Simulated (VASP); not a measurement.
Wanted: the native input for a VASP 6.6.1 run.

| Quantity | Value |
| --- | --- |
| Task | single point |
| Functional | PBEsol |
| Potentials or basis | VASP PAW PBE potentials, release 64 (Ir) |
| Cutoff | 520 eV |
| k mesh | 21 × 21 × 21 |
| Occupations | gaussian, width 0.05 eV |
| Spin | no spin polarisation |
| Dipole correction | no |
| Further INCAR settings | ALGO = Normal; EDIFF = 1e-07; NBANDS = 10 |

The structure of Ir lies in POSCAR:

```
Ir
1.0
    0.0000000000      1.9150664799      1.9150664799
    1.9150664799      0.0000000000      1.9150664799
    1.9150664799      1.9150664799      0.0000000000
Ir
1
Direct
    0.0000000000      0.0000000000      0.0000000000
```

One way to write it, as run:

INCAR

```
ALGO = Normal
EDIFF = 1E-7
ENCUT = 520
GGA = PS
ISIF = 2
ISMEAR = 0
LASPH = T
LCHARG = T
LELF = T
LREAL = F
LVHAR = T
LWAVE = F
NBANDS = 10
NELM = 100
PREC = Accurate
SIGMA = 0.05
```

KPOINTS

```
k-points
0
Gamma
  21 21 21
```

Potentials or basis: VASP PAW PBE potentials, release 64 (Ir).

Command:

```bash
$ cat potpaw_PBE.64/Ir/POTCAR > POTCAR
$ mpirun -np 1 vasp_std > vasp.out
```

It gave:

The pressure is 1.0 GPa.

Caveat: the PAW data sets were made with another functional, which shifts forces and pressure a little.

Run time: 26 s on 1 thread of Intel(R) Xeon(R) Platinum 8375C CPU @ 2.90GHz (Ice Lake), on a shared host, peak memory 0.16 GiB.
